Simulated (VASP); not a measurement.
# BAs in VASP: notebook, part 2 of 2

VASP 6.6.1. Earlier steps stand in the parts before.

## Step 3: Single point, PBE (uniaxial y strain +0.5%)

INCAR reads:

```
PREC     = Accurate       # precision mode
ENCUT    = 520            # plane-wave cutoff, eV
EDIFF    = 1E-6           # SCF threshold, eV
ISMEAR   = 0              # smearing method
SIGMA    = 0.01           # smearing width, eV
LREAL    = F              # projectors in reciprocal space
LASPH    = T              # aspherical terms in the spheres
NELM     = 80             # most SCF steps
ALGO     = Normal         # electronic algorithm
ISIF     = 2              # what is computed and relaxed
LWAVE    = F              # write WAVECAR
LCHARG   = F              # write CHGCAR
GGA      = PE             # functional
NBANDS   = 11             # bands
```

KPOINTS reads:

```
regular mesh
0
Gamma
  6 6 6
```

POSCAR reads:

```
BAs
1.0
    0.0000000000      2.4028725035      2.3918699019
    2.3918699019      0.0000000000      2.3918699019
    2.3918699019      2.4028725035      0.0000000000
B As
1 1
Direct
    0.0000000000      0.0000000000      0.0000000000
    0.2500000000      0.2500000000      0.2500000000
```

Potentials or basis: VASP PAW PBE potentials, release 64 (B, As).

Started as:

```bash
$ cat potpaw_PBE.64/B/POTCAR potpaw_PBE.64/As/POTCAR > POTCAR
$ mpirun -np 1 vasp_std > vasp.out
```

OUTCAR:

```text
PREC = Accurate
   ENCUT = 520
   EDIFF = 1E-6
   ISMEAR = 0
   LREAL = F
   LASPH = T
   NELM = 80
   ISIF = 2
   GGA = PE

 ion  position               nearest neighbor table
   1  0.000  0.000  0.000-   2 2.07   2 2.07   2 2.07   2 2.07
   2  0.250  0.250  0.250-   1 2.07   1 2.07   1 2.07   1 2.07

  LATTYP: Found a body centered tetragonal cell.
 ALAT       =     3.3826148547
 C/A-ratio  =     1.4207189448

  Lattice vectors:

 A1 = (   0.0000000000,  -2.4028725035,   2.3918699019)
 A2 = (   0.0000000000,  -2.4028725035,  -2.3918699019)
 A3 = (   2.3918699019,   2.4028725035,   0.0000000000)

Analysis of symmetry for initial positions (statically):
=====================================================================
 Subroutine PRICEL returns:
 Original cell was already a primitive cell.

 Routine SETGRP: Setting up the symmetry group for a
 body centered tetragonal supercell.

 Subroutine GETGRP returns: Found  8 space group operations
 (whereof  8 operations were pure point group operations)
 out of a pool of 16 trial point group operations.

The static configuration has the point symmetry D_2d.

Analysis of symmetry for dynamics (positions and initial velocities):
=====================================================================
 Subroutine PRICEL returns:
 Original cell was already a primitive cell.

 Routine SETGRP: Setting up the symmetry group for a
 body centered tetragonal supercell.

 Subroutine GETGRP returns: Found  8 space group operations
 (whereof  8 operations were pure point group operations)
 out of a pool of 16 trial point group operations.

The dynamic configuration has the point symmetry D_2d.

 Subroutine INISYM returns: Found  8 space group operations
 (whereof  8 operations are pure point group operations),
 and found     1 'primitive' translations

----------------------------------------------------------------------------------------

                                     Primitive cell

  volume of cell :      27.4939

[... 112 lines left out ...]
   LORBIT       =      0    0 simple, 1 ext, 2 COOP (PROOUT), +10 PAW based schemes
   GGA     = PE    functional components
   LHFCALC =     F    Hartree Fock is set to
   AEXX    =    0.0000 exact exchange contribution
   IVDW    =     0    specifies the selected vdW correction
   LEPSILON=     F    determine dielectric tensor
   LRPA    =     F    only Hartree local field effects (RPA)
 non-spin polarized calculation
 Gauss-broadening in eV      SIGMA  =   0.01
  energy-cutoff  :      520.00
  volume of cell :       27.49
 maximum number of plane-waves:       754
 NGX is ok and might be reduce to    28
   NGX = 13   NGY = 13   NGZ = 13

 number of electron       8.0000000 magnetization

 Free energy of the ion-electron system (eV)
  ---------------------------------------------------
  ext. energy  EPLUGINS =         0.00000000
  ---------------------------------------------------
  free energy    TOTEN  =       -11.39171215 eV

  energy without entropy =      -11.39171215  energy(sigma->0) =      -11.39171215

 E-fermi :   6.0934     XC(G=0): -10.5428

 val. band max:        6.0503357608   @ k =   0.0000   0.0000   0.0000
 cond. band min:       7.2959956593   @ k =   0.3333   0.3333   0.0000
 fundamental gap:      1.2456598985
 Fermi energy:         6.0934453804

 k-point     1 :       0.0000    0.0000    0.0000
  band No.  band energies     occupation
      1      -9.2874      2.00000
      2       6.0059      2.00000
      3       6.0503      2.00000
      4       6.0503      2.00000
      5       9.2887      0.00000
      6       9.2887      0.00000
      7       9.3182      0.00000
      8      10.6106      0.00000
      9      15.5748      0.00000
     10      18.8829      0.00000
     11      19.0089      0.00000
[... 309 lines left out ...]
 k-point    24 :       0.5000   -0.3333    0.1667
  band No.  band energies     occupation
      1      -5.0229      2.00000
      2      -2.1218      2.00000
      3       0.9184      2.00000
      4       1.1112      2.00000
      5       9.7941      0.00000
      6       9.9930      0.00000
      7      14.6780      0.00000
      8      14.9227      0.00000
      9      18.2362      0.00000
     10      21.5474      0.00000
     11      21.7680      0.00000

 [... further k-points ...]
[... 5 lines left out ...]
  --------------------------------------------------------------------------------------
  -------------------------------------------------------------------------------------
  Total        0.4302289      0.2690095      0.4302289     -0.0000000      0.0000000      0.0000000
  in kB       25.0711516     15.6762571     25.0711516     -0.0000000      0.0000000      0.0000000
  external PRESSURE =      21.9395201 kB  Pullay stress =       0.0000000 kB

 VOLUME and BASIS-vectors are now :
 -----------------------------------------------------------------------------
  energy-cutoff  :      520.00
  volume of cell :       27.49
      direct lattice vectors                 reciprocal lattice vectors
     0.000000000  2.402872503  2.391869902    -0.209041470  0.208084282  0.209041470
     2.391869902  0.000000000  2.391869902     0.209041470 -0.208084282  0.209041470
     2.391869902  2.402872503  0.000000000     0.209041470  0.208084282 -0.209041470

 POSITION                                       TOTAL-FORCE (eV/Angst)
 -----------------------------------------------------------------------------------
      0.00000      0.00000      0.00000         0.000000      0.000000     -0.000000
      1.19593      1.20144      1.19593        -0.000000      0.000000      0.000000
 -----------------------------------------------------------------------------------
    total drift:                               -0.000000     -0.000000     -0.000000

  FREE ENERGIE OF THE ION-ELECTRON SYSTEM (eV)
  ---------------------------------------------------
  free  energy   TOTEN  =       -11.3917121474 eV

  energy  without entropy=      -11.3917121474  energy(sigma->0) =      -11.39171215
```

stdout:

```text
POSCAR found type information on POSCAR B As
 POSCAR found :  2 types and       2 ions
 scaLAPACK will be used
 LDA part: xc-table for (Slater+PW92), standard interpolation
 POSCAR, INCAR and KPOINTS ok, starting setup
 FFT: planning ... GRIDC
 FFT: planning ... GRID_SOFT
 FFT: planning ... GRID
 WAVECAR not read
 entering main loop
```

Wall time 9.7 s (1 thread of Intel Xeon 8259CL, shared host); peak memory 0.16 GiB.

Results:

- Free energy: -11.3917 eV
- Pressure: 2.2 GPa
- Band gap on the k mesh: 1.25 eV, indirect (least direct gap 3.24 eV)

Caveat: the cell differs from its parent crystal (uniaxial y strain +0.5%).

## Step 4: Single point, PBE (epitaxial xy strain -1.1%)

INCAR reads:

```
ALGO = Normal
EDIFF = 1E-6
ENCUT = 520
GGA = PE
ISIF = 2
ISMEAR = 0
LASPH = True
LCHARG = True
LELF = True
LREAL = False
LVHAR = True
LWAVE = False
NBANDS = 11
NELM = 60
PREC = Accurate
SIGMA = 0.01
```

KPOINTS reads:

```
k-points
0
Gamma
  6 6 6
```

POSCAR reads:

```
BAs
1.0
    0.0000000000      2.3646025850      2.4045142790
    2.3646025850      0.0000000000      2.4045142790
    2.3646025850      2.3646025850      0.0000000000
B As
1 1
Direct
    0.0000000000      0.0000000000      0.0000000000
    0.2500000000      0.2500000000      0.2500000000
```

Started as:

```bash
$ cat potpaw_PBE.64/B/POTCAR potpaw_PBE.64/As/POTCAR > POTCAR
$ mpirun -np 1 vasp_std > vasp.out
```

Wall time 11 s (1 thread of Intel Xeon 8259CL, shared host); peak memory 0.16 GiB.

The run converged. Its results:

```yaml
Free_energy: -11.3741 eV
Pressure: 5.5 GPa
Band_gap_on_the_k_mesh: 1.14 eV, indirect (least direct gap 3.20 eV)
```

Stress tensor (GPa, compression positive):
```
6.66 0.00 0.00
0.00 6.66 0.00
0.00 0.00 3.11
```

Levels at points of the mesh, in eV from the valence-band top:
```tsv
k point	band 1	band 2	band 3	band 4	band 5	band 6	band 7	band 8
(0.00, 0.00, 0.00)	-15.58	-0.17	0.00	0.00	3.20	3.20	3.31	4.80
(0.50, 0.00, 0.00)	-12.66	-8.95	-2.00	-1.80	2.70	4.69	4.81	8.84
(0.50, 0.50, 0.00)	-11.41	-8.75	-4.09	-4.09	1.48	1.52	11.43	11.43
(0.50, 0.00, 0.50)	-11.27	-8.62	-4.26	-4.23	1.29	1.30	11.31	11.56
```

Caveat: the cell differs from its parent crystal (epitaxial xy strain -1.1%). A k mesh can miss the band edges.

## Step 5: Summary

```tsv
cell	gap on the mesh (eV)	pressure (GPa)
a = 3.383 Å, angles 60.0°, 2 atoms	1.28	2.8
a = 3.390, b = 3.383 Å, angles 60.1, 59.8, 60.1°, 2 atoms	1.25	2.2
a = 3.372, b = 3.372, c = 3.344 Å, angles 60.3, 60.3, 59.4°, 2 atoms	1.14	5.5
```

Alike in all rows: task single point; level PBE; potentials or basis VASP PAW PBE potentials, release 64 (B, As); no spin polarisation; k mesh 6 × 6 × 6; cutoff (eV) 520; smearing gaussian 0.01 eV.

Total energies depend on the potentials used, so only differences within one code and one set of settings carry meaning.
